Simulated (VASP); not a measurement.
# CaSe (Fm-3m) in VASP: notebook

Runs on CaSe. Level: PBE. Tasks: single point.

All numbers are computed with VASP 6.6.1; they aren't measurements. Logs are shortened: lines on timing, memory, paths and dates and some standing lists are left out, and cuts for length are marked.

## (1) The cell of the first run

Symmetry: Fm-3m, No. 225, cubic system. Conventional cell: a = 6.076 Å, b = 6.076 Å, c = 6.076 Å, α = 90.00°, β = 90.00°, γ = 90.00°. Within 4.0 Å of Ca (site symmetry m-3m) lie 6 Se at 3.04 Å. Se (site symmetry m-3m) has 6 Ca at 3.04 Å within 4.0 Å.

## (2) Single point, PBE (volume scaled by 1.06)

Input file INCAR:

```
ALGO = Normal
EDIFF = 1E-6
ENCUT = 520
GGA = PE
ISIF = 2
ISMEAR = 0
LASPH = True
LCHARG = True
LELF = True
LREAL = False
LVHAR = True
LWAVE = False
NBANDS = 15
NELM = 60
PREC = Accurate
SIGMA = 0.02
```

Input file KPOINTS:

```
k-points
0
Gamma
  8 8 8
```

Input file POSCAR:

```
CaSe
1.0
    0.0000000000      3.0377996376      3.0377996376
    3.0377996376      0.0000000000      3.0377996376
    3.0377996376      3.0377996376      0.0000000000
Ca Se
1 1
Direct
    0.0000000000      0.0000000000      0.0000000000
    0.5000000000      0.5000000000      0.5000000000
```

Potentials or basis: VASP PAW PBE potentials, release 64 (Ca_sv, Se).

The run is started by

```bash
$ cat potpaw_PBE.64/Ca_sv/POTCAR potpaw_PBE.64/Se/POTCAR > POTCAR
$ mpirun -np 1 vasp_std > vasp.out
```

OUTCAR:

```text
EDIFF = 1E-6
   ENCUT = 520
   GGA = PE
   ISIF = 2
   ISMEAR = 0
   LASPH = True
   LREAL = False
   NELM = 60
   PREC = Accurate

 ion  position               nearest neighbor table
   1  0.000  0.000  0.000-
   2  0.500  0.500  0.500-

  LATTYP: Found a face centered cubic cell.
 ALAT       =     6.0755992752

  Lattice vectors:

 A1 = (   0.0000000000,   3.0377996376,   3.0377996376)
 A2 = (   3.0377996376,   0.0000000000,   3.0377996376)
 A3 = (   3.0377996376,   3.0377996376,   0.0000000000)

Analysis of symmetry for initial positions (statically):
=====================================================================
 Subroutine PRICEL returns:
 Original cell was already a primitive cell.

 Routine SETGRP: Setting up the symmetry group for a
 face centered cubic supercell.

 Subroutine GETGRP returns: Found 48 space group operations
 (whereof 48 operations were pure point group operations)
 out of a pool of 48 trial point group operations.

The static configuration has the point symmetry O_h .

Analysis of symmetry for dynamics (positions and initial velocities):
=====================================================================
 Subroutine PRICEL returns:
 Original cell was already a primitive cell.

 Routine SETGRP: Setting up the symmetry group for a
 face centered cubic supercell.

 Subroutine GETGRP returns: Found 48 space group operations
 (whereof 48 operations were pure point group operations)
 out of a pool of 48 trial point group operations.

The dynamic configuration has the point symmetry O_h .

 Subroutine INISYM returns: Found 48 space group operations
 (whereof 48 operations are pure point group operations),
 and found     1 'primitive' translations

----------------------------------------------------------------------------------------

                                     Primitive cell

  volume of cell :      56.0670

  direct lattice vectors                    reciprocal lattice vectors
     0.000000000  3.037799638  3.037799638    -0.164592817  0.164592817  0.164592817
     3.037799638  0.000000000  3.037799638     0.164592817 -0.164592817  0.164592817
     3.037799638  3.037799638  0.000000000     0.164592817  0.164592817 -0.164592817

  length of vectors
     4.296097447  4.296097447  4.296097447     0.285083122  0.285083122  0.285083122

  position of ions in fractional coordinates (direct lattice)
     0.000000000  0.000000000  0.000000000
     0.500000000  0.500000000  0.500000000

  ion indices of the primitive-cell ions
   primitive index   ion index
                 1           1
                 2           2

----------------------------------------------------------------------------------------

 KPOINTS: k-points

Automatic generation of k-mesh.
 Grid dimensions read from file:
 generate k-points for:    8    8    8

 Generating k-lattice:

  Cartesian coordinates                     Fractional coordinates (reciprocal lattice)
    -0.020574102  0.020574102  0.020574102     0.125000000  0.000000000  0.000000000
     0.020574102 -0.020574102  0.020574102     0.000000000  0.125000000  0.000000000
     0.020574102  0.020574102 -0.020574102     0.000000000  0.000000000  0.125000000

  Length of vectors
     0.035635390  0.035635390  0.035635390

  Shift w.r.t. Gamma in fractional coordinates (k-lattice)
     0.000000000  0.000000000  0.000000000

 Subroutine IBZKPT returns following result:
 ===========================================

 Found     29 irreducible k-points:

 Following reciprocal coordinates:
            Coordinates               Weight
  0.000000  0.000000  0.000000      1.000000
  0.125000  0.000000  0.000000      8.000000
  0.250000  0.000000  0.000000      8.000000
  0.375000  0.000000  0.000000      8.000000
  0.500000  0.000000  0.000000      4.000000
  0.125000  0.125000  0.000000      6.000000
[... 16 lines left out ...]
  0.500000  0.250000  0.125000     48.000000
 -0.375000  0.250000  0.125000     24.000000
 [... further k-points ...]
   k-points           NKPTS =     29   k-points in BZ     NKDIM =     29   number of bands    NBANDS=     15
   number of dos      NEDOS =    301   number of ions     NIONS =      2
   total plane-waves  NPLWV =  32768
   dimension x,y,z NGX =    32 NGY =   32 NGZ =   32
   dimension x,y,z NGXF=    64 NGYF=   64 NGZF=   64
   ions per type =               1   1
   NGX,Y,Z   is equivalent  to a cutoff of  12.38, 12.38, 12.38 a.u.
   NGXF,Y,Z  is equivalent  to a cutoff of  24.77, 24.77, 24.77 a.u.
 SYSTEM =  unknown system
   PREC   = accura    normal or accurate (medium, high low for compatibility)
   ISTART =      0    job   : 0-new  1-cont  2-samecut
   ICHARG =      2    charge: 1-file 2-atom 10-const
   ISPIN  =      1    spin polarized calculation?
   LNONCOLLINEAR =      F non collinear calculations
   LSORBIT =      F    spin-orbit coupling
   LASPH  =      T    aspherical Exc in radial PAW
   ENCUT  =  520.0 eV  38.22 Ry    6.18 a.u.   7.99  7.99  7.99*2*pi/ulx,y,z
   NELM   =     60;   NELMIN=  2; NELMDL= -5     # of ELM steps
   EDIFF  = 0.1E-05   stopping-criterion for ELM
   LREAL  =      F    real-space projection
   EDIFFG = 0.1E-04   stopping-criterion for IOM
   NSW    =      0    number of steps for IOM
   IBRION =     -1    ionic relax: 0-MD 1-quasi-New 2-CG
   NFREE  =      0    steps in history (QN), initial steepest desc. (CG)
   ISIF   =      2    stress and relaxation
   ISYM   =      2    0-nonsym 1-usesym 2-fastsym
   POTIM  = 0.5000    time-step for ionic-motion
   TEBEG  =    0.0;   TEEND  =   0.0 temperature during run
   PSTRESS=    0.0 pullay stress
   NELECT =      16.0000    total number of electrons
   NUPDOWN=      -1.0000    fix difference up-down
   EMIN   =  10.00;   EMAX   =-10.00  energy-range for DOS
   EFERMI =   0.00;   METHOD = LEGACY
   ISMEAR =     0;   SIGMA  =   0.02  broadening in eV -4-tet -1-fermi 0-gaus
   EFERMI_NEDOS =   21; number of points for ismear=-14 and -15
   IALGO  =     38    algorithm
   IMIX   =      4    mixing-type and parameters
     AMIX     =   0.40;   BMIX     =  1.00
     AMIX_MAG =   1.60;   BMIX_MAG =  1.00
  volume/ion in A,a.u.               =      28.03       189.18
  Fermi-wavevector in a.u.,A,eV,Ry     =   1.077819  2.036782 15.805794  1.161693
  Thomas-Fermi vector in A             =   2.213741
   LORBIT       =      0    0 simple, 1 ext, 2 COOP (PROOUT), +10 PAW based schemes
   GGA     = PE    functional components
   LHFCALC =     F    Hartree Fock is set to
   AEXX    =    0.0000 exact exchange contribution
   IVDW    =     0    specifies the selected vdW correction
   LEPSILON=     F    determine dielectric tensor
   LRPA    =     F    only Hartree local field effects (RPA)
 non-spin polarized calculation
 Gauss-broadening in eV      SIGMA  =   0.02
  energy-cutoff  :      520.00
  volume of cell :       56.07
 maximum number of plane-waves:      1540
   NGX = 15   NGY = 15   NGZ = 15

 number of electron      16.0000004 magnetization

 Free energy of the ion-electron system (eV)
  ---------------------------------------------------
  ext. energy  EPLUGINS =         0.00000000
  ---------------------------------------------------
  free energy    TOTEN  =        -9.46323363 eV

  energy without entropy =       -9.46323363  energy(sigma->0) =       -9.46323363

 E-fermi :   2.0220     XC(G=0):  -8.8217

 val. band max:        1.9169310883   @ k =   0.0000   0.0000   0.0000
 cond. band min:       4.1111677806   @ k =   0.5000   0.5000   0.0000
 fundamental gap:      2.1942366923
 Fermi energy:         2.0219816926

 k-point     1 :       0.0000    0.0000    0.0000
  band No.  band energies     occupation
      1     -38.0871      2.00000
      2     -19.0666      2.00000
      3     -19.0666      2.00000
      4     -19.0666      2.00000
      5      -9.6197      2.00000
      6       1.9169      2.00000
      7       1.9169      2.00000
      8       1.9169      2.00000
      9       4.8470      0.00000
     10       5.6321      0.00000
     11       5.6321      0.00000
     12       5.6321      0.00000
     13       6.1251      0.00000
     14       6.1251      0.00000
     15      11.5092      0.00000

 k-point     2 :       0.1250    0.0000    0.0000
  band No.  band energies     occupation
      1     -38.0865      2.00000
      2     -19.0782      2.00000
      3     -19.0675      2.00000
      4     -19.0675      2.00000
      5      -9.5445      2.00000
      6       1.2055      2.00000
      7       1.7144      2.00000
      8       1.7144      2.00000
      9       5.3485      0.00000
     10       5.8207      0.00000
     11       5.8207      0.00000
     12       5.9652      0.00000
     13       6.4771      0.00000
     14       6.4771      0.00000
     15      11.5485      0.00000

 k-point     3 :       0.2500    0.0000    0.0000
  band No.  band energies     occupation
      1     -38.0850      2.00000
      2     -19.1056      2.00000
      3     -19.0696      2.00000
      4     -19.0696      2.00000
      5      -9.3546      2.00000
      6       0.0769      2.00000
      7       1.3161      2.00000
      8       1.3161      2.00000
      9       5.5591      0.00000
     10       6.2826      0.00000
     11       6.2826      0.00000
     12       7.2177      0.00000
     13       7.3484      0.00000
     14       7.3484      0.00000
     15      10.8989      0.00000
[... 343 lines left out ...]
 k-point    23 :       0.5000    0.2500    0.1250
  band No.  band energies     occupation
      1     -38.0826      2.00000
      2     -19.1237      2.00000
      3     -19.0884      2.00000
      4     -19.0765      2.00000
      5      -9.1202      2.00000
      6      -0.5346      2.00000
      7       0.6353      2.00000
      8       0.9074      2.00000
      9       5.7690      0.00000
     10       6.8945      0.00000
     11       7.2085      0.00000
     12       7.3376      0.00000
     13       7.7713      0.00000
     14       9.2127      0.00000
     15       9.5201      0.00000

 k-point    24 :      -0.3750    0.2500    0.1250
  band No.  band energies     occupation
      1     -38.0821      2.00000
      2     -19.1298      2.00000
      3     -19.0897      2.00000
      4     -19.0787      2.00000
      5      -9.0630      2.00000
      6      -0.6607      2.00000
      7       0.4592      2.00000
      8       0.8260      2.00000
      9       6.2844      0.00000
     10       6.5540      0.00000
     11       7.4035      0.00000
     12       7.6055      0.00000
     13       7.9421      0.00000
     14       8.8205      0.00000
     15       9.9603      0.00000

 [... further k-points ...]

------------------------ aborting loop because EDIFF is reached ----------------------------------------

  FORCE on cell =-STRESS in cart. coord.  units (eV):
  Direction    XX          YY          ZZ          XY          YZ          ZX
  --------------------------------------------------------------------------------------
  -------------------------------------------------------------------------------------
  Total       -0.8251934     -0.8251934     -0.8251934      0.0000000     -0.0000000     -0.0000000
  in kB      -23.5808231    -23.5808231    -23.5808231      0.0000000     -0.0000000     -0.0000000
  external PRESSURE =     -23.5808231 kB  Pullay stress =       0.0000000 kB

 VOLUME and BASIS-vectors are now :
 -----------------------------------------------------------------------------
  energy-cutoff  :      520.00
  volume of cell :       56.07
      direct lattice vectors                 reciprocal lattice vectors
     0.000000000  3.037799638  3.037799638    -0.164592817  0.164592817  0.164592817
     3.037799638  0.000000000  3.037799638     0.164592817 -0.164592817  0.164592817
     3.037799638  3.037799638  0.000000000     0.164592817  0.164592817 -0.164592817

 POSITION                                       TOTAL-FORCE (eV/Angst)
 -----------------------------------------------------------------------------------
      0.00000      0.00000      0.00000         0.000000     -0.000000      0.000000
      3.03780      3.03780      3.03780        -0.000000      0.000000     -0.000000
 -----------------------------------------------------------------------------------
    total drift:                                0.000000     -0.000000     -0.000000

  FREE ENERGIE OF THE ION-ELECTRON SYSTEM (eV)
  ---------------------------------------------------
  free  energy   TOTEN  =        -9.4632336320 eV

  energy  without entropy=       -9.4632336320  energy(sigma->0) =       -9.46323363
```

Run time: 9 s. Hardware: 1 thread of Intel Xeon 6975P-C (Granite Rapids), shared host; peak memory 0.18 GiB.

Results:

```
Free energy            : -9.4632 eV
Pressure               : -2.4 GPa
Band gap on the k mesh : 2.19 eV, indirect (least direct gap 2.93 eV)
```

## (3) Single point, PBE (volume scaled by 1.10)

Input file INCAR:

```
  PREC = Accurate
  ENCUT = 520
  EDIFF = 1E-6
  ISMEAR = 0
  SIGMA = 0.02
  LREAL = False
  LASPH = True
  NELM = 80
  ALGO = Normal
  ISIF = 2
  LWAVE = False
  LCHARG = False
  GGA = PE
  NBANDS = 15
```

Input file KPOINTS:

```
regular mesh
0
Gamma
  8 8 8
```

Input file POSCAR:

```
CaSe
1.0
    0.0000000000      3.0755401381      3.0755401381
    3.0755401381      0.0000000000      3.0755401381
    3.0755401381      3.0755401381      0.0000000000
Ca Se
1 1
Direct
    0.0000000000      0.0000000000      0.0000000000
    0.5000000000      0.5000000000      0.5000000000
```

Potentials or basis: VASP PAW PBE potentials, release 64 (Ca_sv, Se).

The run is started by

```bash
$ cat potpaw_PBE.64/Ca_sv/POTCAR potpaw_PBE.64/Se/POTCAR > POTCAR
$ mpirun -np 1 vasp_std > vasp.out
```

Run time: 8.6 s. Hardware: 1 thread of Intel Xeon 6975P-C (Granite Rapids), shared host; peak memory 0.18 GiB.

It converged, with:

| Property | Result |
| --- | --- |
| Free energy | -9.4236 eV |
| Pressure | -3.7 GPa |
| Band gap on the k mesh | 2.26 eV, indirect (least direct gap 2.75 eV) |

Levels at points of the mesh, in eV from the valence-band top:
| k point | band 5 | band 6 | band 7 | band 8 | band 9 | band 10 | band 11 | band 12 |
| --- | --- | --- | --- | --- | --- | --- | --- | --- |
| (0.00, 0.00, 0.00) | -11.43 | 0.00 | 0.00 | 0.00 | 2.75 | 3.71 | 3.71 | 3.71 |
| (0.50, 0.00, 0.00) | -10.92 | -2.86 | -0.97 | -0.97 | 4.31 | 5.14 | 5.19 | 5.19 |
| (0.50, 0.50, 0.00) | -10.98 | -2.22 | -0.82 | -0.82 | 2.26 | 4.54 | 4.81 | 5.53 |

 A k mesh can miss the band edges.
